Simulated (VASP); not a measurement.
TmO: single point with r2SCAN

The system is TmO.

```
CELL_PARAMETERS angstrom
2.92293 0.00000 0.00000
0.00000 2.92293 0.00000
0.00000 0.00000 2.92293
ATOMIC_POSITIONS crystal
Tm 0.00000 0.00000 0.00000
O 0.50000 0.50000 0.50000
```

| Property | Result |
| --- | --- |
| Program | VASP 6.6.1 |
| Task | single point |
| Functional | r2SCAN |
| Potentials or basis | VASP PAW PBE potentials, release 64 (Tm, O) |
| Cutoff | 520 eV |
| k mesh | 12 × 12 × 12 |
| Occupations | gaussian, width 0.05 eV |
| Spin | collinear spin, ferromagnetic start |
| Starting moments | [1.3, 0.0] μB |
| Dipole correction | no |
| Further INCAR settings | ALGO = Normal; EDIFF = 1e-06; NBANDS = 26 |

* Pressure: -0.3 GPa
* Net moment: 1.12 μB per cell
* Site moments: Tm +1.11; O +0.01 μB
* Valence electrons inside the program's atomic spheres: Tm 21.19; O 5.03

Levels at points of the mesh, in eV from the Fermi level:
Spin up:
| k point | band 13 | band 14 | band 15 | band 16 | band 17 | band 18 |
| --- | --- | --- | --- | --- | --- | --- |
| (0.00, 0.00, 0.00) | -1.46 | -1.46 | -1.46 | -0.94 | -0.94 | 1.12 |
| (0.50, 0.00, 0.00) | -1.73 | -1.54 | -1.54 | 0.41 | 4.52 | 6.86 |
| (0.50, 0.50, 0.00) | -1.59 | -1.56 | -1.52 | 0.35 | 1.56 | 4.51 |
| (0.50, 0.50, 0.50) | -1.55 | -1.55 | -1.55 | 5.92 | 5.92 | 5.92 |
Spin down:
```
           k point  band 10  band 11  band 12  band 13  band 14  band 15  band 16  band 17  band 18  band 19
(0.00, 0.00, 0.00)    -1.46    -1.46    -1.32    -1.32     0.06     0.06     0.06     1.05     1.18     8.33
(0.50, 0.00, 0.00)    -1.35    -1.35    -0.42    -0.07    -0.07    -0.03     1.10     4.31     7.07     7.07
(0.50, 0.50, 0.00)    -1.30    -1.22    -0.33    -0.33     0.02     0.02     1.35     1.66     4.71     4.71
(0.50, 0.50, 0.50)    -1.25    -1.25    -0.28    -0.28    -0.28     1.11     6.05     6.05     6.05    11.40
```

Run time: 8.4 min on 1 thread of Intel Xeon 8259CL, on a shared host, peak memory 0.24 GiB.

Caveat: the magnetic or orbital state may not be the lowest; the PAW data sets were made with another functional, which shifts forces and pressure a little; spin-orbit coupling is left out, which moves the levels of the heavy elements; semilocal functionals describe open f shells poorly, which spoils levels, moments and volumes. The state reached can hang on the start; a lower one may exist.
